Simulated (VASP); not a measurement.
The system is Hf3N4.

```
CELL_PARAMETERS angstrom
-3.36672 3.36672 3.36672
3.36672 -3.36672 3.36672
3.36672 3.36672 -3.36672
ATOMIC_POSITIONS crystal
Hf 0.87500 0.25000 0.12500
Hf 0.12500 0.87500 0.25000
Hf 0.37500 0.62500 0.75000
Hf 0.25000 0.12500 0.87500
Hf 0.75000 0.37500 0.62500
Hf 0.62500 0.75000 0.37500
N 0.50000 0.00000 0.63331
N 0.13331 0.50000 0.00000
N 0.36669 0.36669 0.36669
N 0.00000 0.13331 0.50000
N 0.86669 0.86669 0.86669
N 0.00000 0.63331 0.50000
N 0.50000 0.00000 0.13331
N 0.63331 0.50000 0.00000
```

- Program: VASP 6.6.1
- Task: relaxation of cell and atoms
- Functional: r2SCAN
- Potentials or basis: VASP PAW PBE potentials, release 64 (Hf_pv, N)
- Cutoff: 660 eV
- k mesh: 6 × 6 × 6
- Occupations: fermi-dirac, width 0.02 eV
- Spin: no spin polarisation

At the start: pressure -7.3 GPa; volume 10.90 Å³/atom.

How do energy, volume and symmetry change on relaxing?

Over 10 steps the energy falls by 6.9 meV/atom and the volume is 10.67 Å³/atom (-2.2 %); space group I-43d (No. 220, to 0.1 Å) before and after.

Step by step:
| step | energy change (eV) | largest force (eV/Å) | pressure (GPa) | volume (Å³) |
| --- | --- | --- | --- | --- |
| 1 | 0.0000 | 0.2459 | -7.29 | 152.64 |
| 2 | 0.2576 | 0.3305 | 16.42 | 141.94 |
| 3 | -0.0917 | 0.0672 | -0.03 | 148.91 |
| 4 | -0.0917 | 0.0634 | 0.13 | 148.84 |
| 5 | -0.0931 | 0.0513 | 0.12 | 148.92 |
| 6 | -0.0956 | 0.0151 | 0.10 | 149.18 |
| 7 | -0.0960 | 0.0014 | 0.09 | 149.30 |
| 8 | -0.0960 | 0.0027 | 0.09 | 149.31 |
| 9 | -0.0958 | 0.0085 | -0.36 | 149.53 |
| 10 | -0.0960 | 0.0005 | 0.00 | 149.35 |

Final structure:
```cif
data_structure
_symmetry_space_group_name_H-M 'P 1'
_symmetry_Int_Tables_number 1
_cell_length_a 5.7891
_cell_length_b 5.7891
_cell_length_c 5.7891
_cell_angle_alpha 109.471
_cell_angle_beta 109.471
_cell_angle_gamma 109.471
_cell_volume 149.35
loop_
_atom_site_label
_atom_site_type_symbol
_atom_site_fract_x
_atom_site_fract_y
_atom_site_fract_z
_atom_site_occupancy
Hf1 Hf 0.87500 0.25000 0.12500 1
Hf2 Hf 0.12500 0.87500 0.25000 1
Hf3 Hf 0.37500 0.62500 0.75000 1
Hf4 Hf 0.25000 0.12500 0.87500 1
Hf5 Hf 0.75000 0.37500 0.62500 1
Hf6 Hf 0.62500 0.75000 0.37500 1
N1 N 0.50000 0.00000 0.63001 1
N2 N 0.13001 0.50000 0.00000 1
N3 N 0.36999 0.36999 0.36999 1
N4 N 0.00000 0.13001 0.50000 1
N5 N 0.86999 0.86999 0.86999 1
N6 N 0.00000 0.63001 0.50000 1
N7 N 0.50000 0.00000 0.13001 1
N8 N 0.63001 0.50000 0.00000 1
```

Caveat: the PAW data sets were made with another functional, which shifts forces and pressure a little.
